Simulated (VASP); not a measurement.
Wanted: the native input for a VASP 6.6.1 run.

```yaml
Task: single point
Functional: PBE
Potentials_or_basis: VASP PAW PBE potentials, release 64 (Cr_pv)
Cutoff: 520 eV
k_mesh: 24 × 24 × 24
Occupations: gaussian, width 0.15 eV
Spin: no spin polarisation
Dipole_correction: no
Further_INCAR_settings: ALGO = Normal; EDIFF = 1e-06; NBANDS = 12
```

The structure of Cr lies in POSCAR:

```
Cr
1.0
   -1.5573060000      1.5573060000      1.5573060000
    1.5573060000     -1.5573060000      1.5573060000
    1.5573060000      1.5573060000     -1.5573060000
Cr
1
Direct
    0.0000000000      0.0000000000      0.0000000000
```

This cell differs from its parent crystal: strain +0.080 along x and y, +0.080 along z.

One way to write it, as run:

INCAR

```
ALGO = Normal
EDIFF = 1E-6
ENCUT = 520
GGA = PE
ISIF = 2
ISMEAR = 0
LASPH = True
LCHARG = False
LREAL = False
LWAVE = False
NBANDS = 12
NELM = 80
PREC = Accurate
SIGMA = 0.15
```

KPOINTS

```
k-points
0
Gamma
  24 24 24
```

Potentials or basis: VASP PAW PBE potentials, release 64 (Cr_pv).

The run is started by

```console
$ cat potpaw_PBE.64/Cr_pv/POTCAR > POTCAR
$ mpirun -np 1 vasp_std > vasp.out
```

Results of the run:

```
Pressure               : -38.7 GPa
Band gap on the k mesh : zero (band 6 reaches 9.22 eV, above the bottom of band 7 at 6.93 eV)
```

Caveat: the cell differs from its parent crystal (strain +0.080 along x and y, +0.080 along z); the run has no spin polarisation, though such a crystal can be magnetic.

It took 21 s on 1 thread of Intel(R) Xeon(R) 6975P-C (Granite Rapids) (shared host), peak memory 0.18 GiB.
